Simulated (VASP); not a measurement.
Crystal: HgTe.

```xyz
2
Lattice="0.0000 3.2145 3.2145 3.2145 0.0000 3.2145 3.2145 3.2145 0.0000" Properties=species:S:1:pos:R:3 pbc="T T T"
Hg    0.0000    0.0000    0.0000
Te    1.6073    1.6073    1.6073
```

- Program: VASP 6.6.1
- Task: relaxation of cell and atoms
- Functional: PBE
- Potentials or basis: VASP PAW PBE potentials, release 64 (Hg, Te)
- Cutoff: 600 eV
- k mesh: 6 × 6 × 6
- Occupations: fermi-dirac, width 0.02 eV
- Spin: no spin polarisation

At the start: pressure 4.7 GPa; volume 33.22 Å³/atom.

Question: Where does the relaxation end?

Answer: Over 5 steps the energy falls by 48.4 meV/atom and the volume is 36.90 Å³/atom (+11.1 %); space group F-43m (No. 216, to 0.1 Å) before and after.

Step by step:
| step | energy change (eV) | largest force (eV/Å) | pressure (GPa) | volume (Å³) |
| --- | --- | --- | --- | --- |
| 1 | 0.0000 | 0.0000 | 4.70 | 66.43 |
| 2 | -0.0885 | 0.0000 | -1.04 | 76.25 |
| 3 | -0.0968 | 0.0000 | 0.02 | 73.73 |
| 4 | -0.0968 | 0.0000 | -0.03 | 73.88 |
| 5 | -0.0968 | 0.0000 | -0.01 | 73.80 |

Final structure:
```
Hg Te
1.0
     0.00000    3.32924    3.32924
     3.32924    0.00000    3.32924
     3.32924    3.32924    0.00000
Hg Te
1 1
Direct
  0.00000 0.00000 0.00000
  0.25000 0.25000 0.25000
```
